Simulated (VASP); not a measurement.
# TePb (rocksalt type) (Fm-3m) in VASP: a series of runs

Runs on TePb (rocksalt type). Level: LDA. Tasks: single point.

Program: VASP 6.6.1. These are calculated values, not measurements. Logs are shortened: lines on timing, memory, paths and dates and some standing lists are left out, and cuts for length are marked.

## Step 1: The cell of the first run

Symmetry: Fm-3m, No. 225, cubic system. The conventional cell has a = 6.115 Å, b = 6.115 Å, c = 6.115 Å, α = 90.00°, β = 90.00°, γ = 90.00°. Within 4.0 Å of Pb (site symmetry m-3m) lie 6 Te at 3.06 Å. Within 4.0 Å of Te (site symmetry m-3m) lie 6 Pb at 3.06 Å.

## Step 2: Single point, LDA (volume scaled by 0.88)

INCAR

```
SYSTEM = TePb
  PREC = Accurate
  ENCUT = 520
  EDIFF = 1E-6
  ISMEAR = -1
  SIGMA = 0.08
  LREAL = .FALSE.
  LASPH = .TRUE.
  NELM = 60
  ALGO = Normal
  ISIF = 2
  LWAVE = .FALSE.
  LCHARG = .FALSE.
  NBANDS = 17
```

KPOINTS

```
regular mesh
0
G
  12 12 12
  0 0 0
```

POSCAR

```
TePb
1.0
    0.0000000000      3.0573671801      3.0573671801
    3.0573671801      0.0000000000      3.0573671801
    3.0573671801      3.0573671801      0.0000000000
Pb Te
1 1
Direct
    0.0000000000      0.0000000000      0.0000000000
    0.5000000000      0.5000000000      0.5000000000
```

Potentials or basis: VASP PAW LDA potentials, release 64 (Pb_d, Te).

Command:

```console
$ cat potpaw_LDA.64/Pb_d/POTCAR potpaw_LDA.64/Te/POTCAR > POTCAR
$ mpirun -np 1 vasp_std > vasp.out
```

OUTCAR:

```text
SYSTEM = TePb
   PREC = Accurate
   ENCUT = 520
   EDIFF = 1E-6
   ISMEAR = -1
   LREAL = .FALSE.
   LASPH = .TRUE.
   NELM = 60
   ISIF = 2

 ion  position               nearest neighbor table
   1  0.000  0.000  0.000-   2 3.06   2 3.06   2 3.06   2 3.06   2 3.06   2 3.06
   2  0.500  0.500  0.500-   1 3.06   1 3.06   1 3.06   1 3.06   1 3.06   1 3.06

  LATTYP: Found a face centered cubic cell.
 ALAT       =     6.1147343602

  Lattice vectors:

 A1 = (   0.0000000000,   3.0573671801,   3.0573671801)
 A2 = (   3.0573671801,   0.0000000000,   3.0573671801)
 A3 = (   3.0573671801,   3.0573671801,   0.0000000000)

Analysis of symmetry for initial positions (statically):
=====================================================================
 Subroutine PRICEL returns:
 Original cell was already a primitive cell.

 Routine SETGRP: Setting up the symmetry group for a
 face centered cubic supercell.

 Subroutine GETGRP returns: Found 48 space group operations
 (whereof 48 operations were pure point group operations)
 out of a pool of 48 trial point group operations.

The static configuration has the point symmetry O_h .

Analysis of symmetry for dynamics (positions and initial velocities):
=====================================================================
 Subroutine PRICEL returns:
 Original cell was already a primitive cell.

 Routine SETGRP: Setting up the symmetry group for a
 face centered cubic supercell.

 Subroutine GETGRP returns: Found 48 space group operations
 (whereof 48 operations were pure point group operations)
 out of a pool of 48 trial point group operations.

The dynamic configuration has the point symmetry O_h .

 Subroutine INISYM returns: Found 48 space group operations
 (whereof 48 operations are pure point group operations),
 and found     1 'primitive' translations

----------------------------------------------------------------------------------------

                                     Primitive cell

  volume of cell :      57.1574

  direct lattice vectors                    reciprocal lattice vectors
     0.000000000  3.057367180  3.057367180    -0.163539402  0.163539402  0.163539402
     3.057367180  0.000000000  3.057367180     0.163539402 -0.163539402  0.163539402
     3.057367180  3.057367180  0.000000000     0.163539402  0.163539402 -0.163539402

  length of vectors
     4.323770131  4.323770131  4.323770131     0.283258553  0.283258553  0.283258553

  position of ions in fractional coordinates (direct lattice)
[... 77 lines left out ...]
   ENCUT  =  520.0 eV  38.22 Ry    6.18 a.u.   8.04  8.04  8.04*2*pi/ulx,y,z
   NELM   =     60;   NELMIN=  2; NELMDL= -5     # of ELM steps
   EDIFF  = 0.1E-05   stopping-criterion for ELM
   LREAL  =      F    real-space projection
   EDIFFG = 0.1E-04   stopping-criterion for IOM
   NSW    =      0    number of steps for IOM
   IBRION =     -1    ionic relax: 0-MD 1-quasi-New 2-CG
   NFREE  =      0    steps in history (QN), initial steepest desc. (CG)
   ISIF   =      2    stress and relaxation
   ISYM   =      2    0-nonsym 1-usesym 2-fastsym
   POTIM  = 0.5000    time-step for ionic-motion
   TEBEG  =    0.0;   TEEND  =   0.0 temperature during run
   PSTRESS=    0.0 pullay stress
   NELECT =      20.0000    total number of electrons
   NUPDOWN=      -1.0000    fix difference up-down
   EMIN   =  10.00;   EMAX   =-10.00  energy-range for DOS
   EFERMI =   0.00;   METHOD = LEGACY
   ISMEAR =    -1;   SIGMA  =   0.08  broadening in eV -4-tet -1-fermi 0-gaus
   EFERMI_NEDOS =   21; number of points for ismear=-14 and -15
   IALGO  =     38    algorithm
   IMIX   =      4    mixing-type and parameters
     AMIX     =   0.40;   BMIX     =  1.00
     AMIX_MAG =   1.60;   BMIX_MAG =  1.00
  volume/ion in A,a.u.               =      28.58       192.86
  Fermi-wavevector in a.u.,A,eV,Ry     =   1.153614  2.180015 18.106981  1.330826
  Thomas-Fermi vector in A             =   2.290257
   LORBIT       =      0    0 simple, 1 ext, 2 COOP (PROOUT), +10 PAW based schemes
   GGA     = CA    functional components
   LHFCALC =     F    Hartree Fock is set to
   AEXX    =    0.0000 exact exchange contribution
   IVDW    =     0    specifies the selected vdW correction
   LEPSILON=     F    determine dielectric tensor
   LRPA    =     F    only Hartree local field effects (RPA)
 non-spin polarized calculation
  energy-cutoff  :      520.00
  volume of cell :       57.16
 maximum number of plane-waves:      1572
   NGX = 17   NGY = 17   NGZ = 17

 number of electron      20.0000000 magnetization

 Free energy of the ion-electron system (eV)
  ---------------------------------------------------
  ext. energy  EPLUGINS =         0.00000000
  ---------------------------------------------------
  free energy    TOTEN  =        -8.58915170 eV

  energy without entropy =       -8.58842820  energy(sigma->0) =       -8.58878995

 E-fermi :   7.9671     XC(G=0): -10.3199

 val. band max:        7.8521350414   @ k =   0.5000   0.0000   0.0000
 cond. band min:       8.0635369482   @ k =   0.5000   0.0000   0.0000
 fundamental gap:      0.2114019068
 Fermi energy:         7.9670707023

 k-point     1 :       0.0000    0.0000    0.0000
  band No.  band energies     occupation
      1      -9.2864      2.00000
      2      -9.2864      2.00000
      3      -9.2569      2.00000
      4      -9.2569      2.00000
      5      -9.2569      2.00000
      6      -5.8174      2.00000
[... 457 lines left out ...]
      4      -9.2303      2.00000
      5      -9.2222      2.00000
      6      -3.7316      2.00000
[... 9 lines left out ...]
     16      16.0205      0.00000
     17      18.7808      0.00000

 [... further k-points ...]

------------------------ aborting loop because EDIFF is reached ----------------------------------------

  FORCE on cell =-STRESS in cart. coord.  units (eV):
  Direction    XX          YY          ZZ          XY          YZ          ZX
  --------------------------------------------------------------------------------------
  -------------------------------------------------------------------------------------
  Total        3.0013070      3.0013070      3.0013070      0.0000000     -0.0000000      0.0000000
  in kB       84.1294806     84.1294806     84.1294806      0.0000000     -0.0000000      0.0000000
  external PRESSURE =      84.1294806 kB  Pullay stress =       0.0000000 kB

 VOLUME and BASIS-vectors are now :
 -----------------------------------------------------------------------------
  energy-cutoff  :      520.00
  volume of cell :       57.16
      direct lattice vectors                 reciprocal lattice vectors
     0.000000000  3.057367180  3.057367180    -0.163539402  0.163539402  0.163539402
     3.057367180  0.000000000  3.057367180     0.163539402 -0.163539402  0.163539402
     3.057367180  3.057367180  0.000000000     0.163539402  0.163539402 -0.163539402

 POSITION                                       TOTAL-FORCE (eV/Angst)
 -----------------------------------------------------------------------------------
      0.00000      0.00000      0.00000         0.000000      0.000000      0.000000
      3.05737      3.05737      3.05737         0.000000      0.000000      0.000000
 -----------------------------------------------------------------------------------
    total drift:                                0.000000     -0.000000     -0.000000

  FREE ENERGIE OF THE ION-ELECTRON SYSTEM (eV)
  ---------------------------------------------------
  free  energy   TOTEN  =        -8.5891517026 eV

  energy  without entropy=       -8.5884282024  energy(sigma->0) =       -8.58878995
```

Wall time 26 s (1 thread of AMD EPYC 9R45 (Zen 5), shared host); peak memory 0.17 GiB.

What came out:

| Quantity | Value |
| --- | --- |
| Free energy | -8.5892 eV |
| Pressure | 8.4 GPa |
| Band gap on the k mesh | 0.21 eV, direct |

Levels at points of the mesh, in eV from the valence-band top:
```csv
k point,band 8,band 9,band 10,band 11,band 12,band 13
"(0.00, 0.00, 0.00)",-2.11,-2.11,-2.11,4.06,4.06,4.06
"(0.50, 0.00, 0.00)",-1.49,-1.49,0.00,0.21,0.66,0.66
"(0.50, 0.50, 0.00)",-6.02,-3.93,-3.93,2.41,5.92,5.92
```

Caveat: the cell differs from its parent crystal (volume scaled by 0.88); spin-orbit coupling is left out, which moves the levels of the heavy elements.

## Step 3: Single point, LDA

This run uses another cell than the first one, of 17.86 Å³/atom, 0.625 times its volume.

INCAR

```
PREC = Accurate
ENCUT = 520
EDIFF = 1E-6
ISMEAR = -1
SIGMA = 0.08
LREAL = F
LASPH = T
NELM = 80
ALGO = Normal
ISIF = 2
LWAVE = F
LCHARG = F
GGA = CA
NBANDS = 17
```

KPOINTS

```
Automatic mesh
0
Gamma
  15 15 15
```

POSCAR

```
TePb
1.0
    0.0000000000      2.6140121691      2.6140121691
    2.6140121691      0.0000000000      2.6140121691
    2.6140121691      2.6140121691      0.0000000000
Pb Te
1 1
Direct
    0.0000000000      0.0000000000      0.0000000000
    0.5000000000      0.5000000000      0.5000000000
```

Potentials or basis: VASP PAW LDA potentials, release 64 (Pb_d, Te).

Command:

```console
$ cat potpaw_LDA.64/Pb_d/POTCAR potpaw_LDA.64/Te/POTCAR > POTCAR
$ mpirun -np 1 vasp_std > vasp.out
```

OUTCAR:

```text
PREC = Accurate
   ENCUT = 520
   EDIFF = 1E-6
   ISMEAR = -1
   LREAL = F
   LASPH = T
   NELM = 80
   ISIF = 2
   GGA = CA

 ion  position               nearest neighbor table
   1  0.000  0.000  0.000-   2 2.61   2 2.61   2 2.61   2 2.61   2 2.61   2 2.61
   2  0.500  0.500  0.500-   1 2.61   1 2.61   1 2.61   1 2.61   1 2.61   1 2.61

  LATTYP: Found a face centered cubic cell.
 ALAT       =     5.2280243382

  Lattice vectors:

 A1 = (   0.0000000000,   2.6140121691,   2.6140121691)
 A2 = (   2.6140121691,   0.0000000000,   2.6140121691)
 A3 = (   2.6140121691,   2.6140121691,   0.0000000000)

Analysis of symmetry for initial positions (statically):
=====================================================================
 Subroutine PRICEL returns:
 Original cell was already a primitive cell.

 Routine SETGRP: Setting up the symmetry group for a
 face centered cubic supercell.

 Subroutine GETGRP returns: Found 48 space group operations
 (whereof 48 operations were pure point group operations)
 out of a pool of 48 trial point group operations.

The static configuration has the point symmetry O_h .

[... 157 lines left out ...]
  energy without entropy =       -2.84677743  energy(sigma->0) =       -2.85213467

 E-fermi :  16.3625     XC(G=0): -12.6665

 val. band max:       16.3333370783   @ k =   0.2667   0.0667   0.0000
 cond. band min:      16.3923217318   @ k =   0.2667   0.0000   0.0000
 fundamental gap:      0.0589846534
 Fermi energy:        16.3624683608

 k-point     1 :       0.0000    0.0000    0.0000
  band No.  band energies     occupation
      1      -2.9057      2.00000
      2      -2.6996      2.00000
      3      -2.6996      2.00000
      4      -2.6199      2.00000
      5      -2.6199      2.00000
      6      -2.6199      2.00000
[... 457 lines left out ...]
      4      -2.5744      2.00000
      5      -2.5588      2.00000
      6      -2.0644      2.00000
[... 9 lines left out ...]
     16      23.3385      0.00000
     17      24.5265      0.00000

 [... further k-points ...]

------------------------ aborting loop because EDIFF is reached ----------------------------------------

  FORCE on cell =-STRESS in cart. coord.  units (eV):
  Direction    XX          YY          ZZ          XY          YZ          ZX
  --------------------------------------------------------------------------------------
  -------------------------------------------------------------------------------------
  Total       24.8809558     24.8809558     24.8809558      0.0000000      0.0000000      0.0000000
  in kB     1115.8988512   1115.8988512   1115.8988512      0.0000000      0.0000000      0.0000000
  external PRESSURE =    1115.8988512 kB  Pullay stress =       0.0000000 kB

 VOLUME and BASIS-vectors are now :
 -----------------------------------------------------------------------------
  energy-cutoff  :      520.00
  volume of cell :       35.72
      direct lattice vectors                 reciprocal lattice vectors
     0.000000000  2.614012169  2.614012169    -0.191276845  0.191276845  0.191276845
     2.614012169  0.000000000  2.614012169     0.191276845 -0.191276845  0.191276845
     2.614012169  2.614012169  0.000000000     0.191276845  0.191276845 -0.191276845

 POSITION                                       TOTAL-FORCE (eV/Angst)
 -----------------------------------------------------------------------------------
      0.00000      0.00000      0.00000        -0.000000     -0.000000      0.000000
      2.61401      2.61401      2.61401         0.000000      0.000000      0.000000
 -----------------------------------------------------------------------------------
    total drift:                               -0.000000      0.000000      0.000000

  FREE ENERGIE OF THE ION-ELECTRON SYSTEM (eV)
  ---------------------------------------------------
  free  energy   TOTEN  =        -2.8574919190 eV

  energy  without entropy=       -2.8467774261  energy(sigma->0) =       -2.85213467
```

stdout:

```text
POSCAR found type information on POSCAR PbTe
 POSCAR found :  2 types and       2 ions
 scaLAPACK will be used
 LDA part: xc-table for (Slater(with rela. corr.)+CA(PZ))
 , standard interpolation
 POSCAR, INCAR and KPOINTS ok, starting setup
 FFT: planning ... GRIDC
 FFT: planning ... GRID_SOFT
 FFT: planning ... GRID
 WAVECAR not read
 entering main loop
```

Wall time 31 s (1 thread of AMD EPYC 9R45 (Zen 5), shared host); peak memory 0.16 GiB.

What came out:

| Quantity | Value |
| --- | --- |
| Free energy | -2.8575 eV |
| Pressure | 111.6 GPa |

Caveat: this odd mesh misses L, where the gap lies, so gap, dielectric constants and Born charges aren't listed; spin-orbit coupling is left out, which moves the levels of the heavy elements.

(Part 1 of 2 ends here.)
